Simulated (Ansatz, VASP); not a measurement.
**SnO, level by level in two programs**

```
Sn O
1.0
     3.73584    0.00000    0.00000
     0.00000    3.73584    0.00000
     0.00000    0.00000    4.78715
Sn O
2 2
Direct
  0.50000 0.00000 0.76463
  0.00000 0.50000 0.23537
  0.00000 0.00000 0.00000
  0.50000 0.50000 0.00000
```

Single points on this cell with VASP 6.6.1 and Ansatz 0.2.0. Each row is one pair of runs. Alike in all rows: spin: off; k mesh: 7 × 7 × 6; smearing: fermi-dirac, width 0.05 eV.

| level | VASP's potentials, cutoff | Ansatz's potentials, cutoff | gap on the k mesh at the Fermi level (eV), VASP | gap on the k mesh at the Fermi level (eV), Ansatz | least direct gap on the mesh (eV), VASP | least direct gap on the mesh (eV), Ansatz | pressure (GPa), VASP | pressure (GPa), Ansatz |
| --- | --- | --- | --- | --- | --- | --- | --- | --- |
| revPBE | VASP PAW PBE potentials, release 64 (Sn_d, O), 520 eV | Ansatz PAW, 420 eV | 0.14 | ? | 2.04 | ? | 13.0 | ? |
| r2SCAN+D3(BJ) | VASP PAW PBE potentials, release 64 (Sn_d, O), 520 eV | Ansatz PAW, 500 eV | 0.24 | 0.23 | 2.33 | 2.37 | 5.9 | 5.2 |
| BLYP | VASP PAW PBE potentials, release 64 (Sn_d, O), 520 eV | Ansatz PAW, 420 eV | 0.36 | 0.36 | 2.21 | 2.26 | 16.2 | 15.8 |
| SVWN5 | VASP PAW PBE potentials, release 64 (Sn_d, O), 520 eV | Ansatz PAW, 420 eV | 0.26 | 0.25 | 1.96 | 2.00 | 3.2 | 2.9 |
| b88 exchange, pbe correlation | VASP PAW PBE potentials, release 64 (Sn_d, O), 600 eV | Ansatz PAW, 420 eV | 0.18 | 0.16 | 2.04 | 2.07 | 10.5 | 10.3 |

Problem. Fill in what Ansatz gave in row 1.

Solution. gap on the k mesh at the Fermi level (eV): 0.12; least direct gap on the mesh (eV): 2.06; pressure (GPa): 12.6.

Noted on Ansatz's runs: odd divisions of the mesh miss points on the zone boundary, where band edges often lie, so the gap on the mesh can be too wide.
